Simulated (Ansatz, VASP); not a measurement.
**One calculation of Tl, two programs**

INCAR

```
PREC = Accurate ; ENCUT = 520
EDIFF = 1E-7 ; ISMEAR = 1
SIGMA = 0.2 ; LREAL = False
LASPH = True ; NELM = 60
ALGO = Normal ; ISIF = 2
LWAVE = False ; LCHARG = False
GGA = RE ; NBANDS = 20
```

KPOINTS

```
Automatic mesh
0
Gamma
  9 9 5
```

File POSCAR:

```
Tl
1.0
    3.4560000000      0.0000000000      0.0000000000
   -1.7280000000      2.9929837955      0.0000000000
    0.0000000000      0.0000000000      5.5250000000
Tl
2
Direct
    0.6666666667      0.3333333333      0.7500000000
    0.3333333333      0.6666666667      0.2500000000
```

input.yaml

```yaml
crystal:
  lattice:
    - [3.456, 0.0, 0.0]
    - [-1.728, 2.9929837955, 0.0]
    - [0.0, 0.0, 5.525]
  atoms:
    - { symbol: Tl, position: [0.6666666667, 0.3333333333, 0.75] }
    - { symbol: Tl, position: [0.3333333333, 0.6666666667, 0.25] }
kpoints:
  mp_grid: { grid: [9, 9, 5] }
  band_path:
    path:
      - [0.0, 0.0, 0.0]
      - [0.5, 0.0, 0.0]
      - [0.3333333333, 0.3333333333, 0.0]
      - [0.0, 0.0, 0.0]
      - [0.0, 0.0, 0.5]
      - [0.5, 0.0, 0.5]
      - [0.3333333333, 0.3333333333, 0.5]
      - [0.0, 0.0, 0.5]
    npoints: 8
scf:
  occupations: { method: methfessel_paxton, width: 0.2 }
hamiltonian:
  xc: revpbe
  pseudopotentials: { kind: all_electron, lapw: { basis_error: 0.001 } }
output:
  forces: true
  stress: true
  eigenvalues: true
```

Alike in both runs: functional revPBE; k mesh 9 × 9 × 5; occupations methfessel-paxton of order 1, width 0.2 eV; no spin polarisation.

```csv
,VASP,Ansatz
version,VASP 6.6.1,Ansatz 0.2.0
potentials or method,"VASP PAW PBE potentials, release 64 (Tl_d), cutoff 520 eV","all-electron LAPW, scalar-relativistic"
task,single point,band structure
```

```tsv
	VASP	Ansatz	Ansatz less VASP
gap on the k mesh at the Fermi level (eV)	none	none	-
pressure (GPa)	4.7	4.8	+0.07
traceless stress, the component that is largest in VASP (GPa)	1.02	1.03	+0.004
```

VASP's potentials were made for PBE, not for revPBE. A gap of «none» marks a metal or a gap that the smearing closes. Ansatz ran all-electron here, and VASP with PAW potentials.

Spin-orbit coupling is off throughout.
